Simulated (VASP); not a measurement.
Set up this calculation in VASP 6.6.1, as the native input.

* Task: relaxation of cell and atoms
* Functional: PBE
* Potentials or basis: VASP PAW PBE potentials, release 64 (Zn, S)
* Cutoff: 600 eV
* k mesh: 6 × 6 × 6
* Occupations: gaussian, width 0.1 eV
* Spin: no spin polarisation
* Dipole correction: no
* Further INCAR settings: ALGO = Normal; EDIFF = 1e-07; IBRION = 2; EDIFFG = -0.04; NSW = 90; ISIF = 3

The structure of ZnS lies in POSCAR:

```
ZnS
1.0
    5.7010613900      0.0000000000      0.0000000000
   -2.8505307000      4.9372640000      0.0000000000
    0.0000000000      0.0000000000      3.3621591600
Zn S
3 3
Direct
    0.6226507000      0.0000000000      0.6666666700
    0.0000000000      0.6226507000      0.3333333300
    0.3773493000      0.3773493000      0.0000000000
    0.3773493000      0.0000000000      0.1666666700
    0.0000000000      0.3773493000      0.8333333300
    0.6226507000      0.6226507000      0.5000000000
```

The cell was generated, and may not be a known phase.

The input as run:

INCAR

```
SYSTEM = ZnS
ALGO = Normal
EDIFF = 1E-7
EDIFFG = -0.04
ENCUT = 600
GGA = PE
IBRION = 2
ISIF = 3
ISMEAR = 0
LASPH = .True.
LCHARG = .False.
LREAL = .False.
LWAVE = .False.
NELM = 80
NSW = 90
PREC = Accurate
SIGMA = 0.1
```

KPOINTS

```
k-points
0
Gamma
  6 6 6
  0 0 0
```

Potentials or basis: VASP PAW PBE potentials, release 64 (Zn, S).

Run with:

```sh
$ cat potpaw_PBE.64/Zn/POTCAR potpaw_PBE.64/S/POTCAR > POTCAR
$ mpirun -np 1 vasp_std > vasp.out
```

It gave:

| Item | Value |
| --- | --- |
| Relaxed volume | 19.77 Å³/atom |
| Relaxed cell | a = 6.077 Å, b = 6.077 Å, c = 3.709 Å, α = 90.00°, β = 90.00°, γ = 120.00° |
| Space group after relaxing (to 0.1 Å) | P3_221 (No. 154) |
| Energy gained by relaxing | 286.9 meV/atom |
| Ionic steps | 11 |
| Pressure after relaxing | -0.1 GPa |
| Largest force after relaxing | 0.018 eV/Å |
| Band gap on the k mesh | 1.88 eV |

Caveat: the volume moved by over 15 % at a fixed basis, so the end points are rough.

It took 22 min on 1 thread of Oxide Virtual Turin-like Processor, with other jobs on the host, peak memory 0.27 GiB.
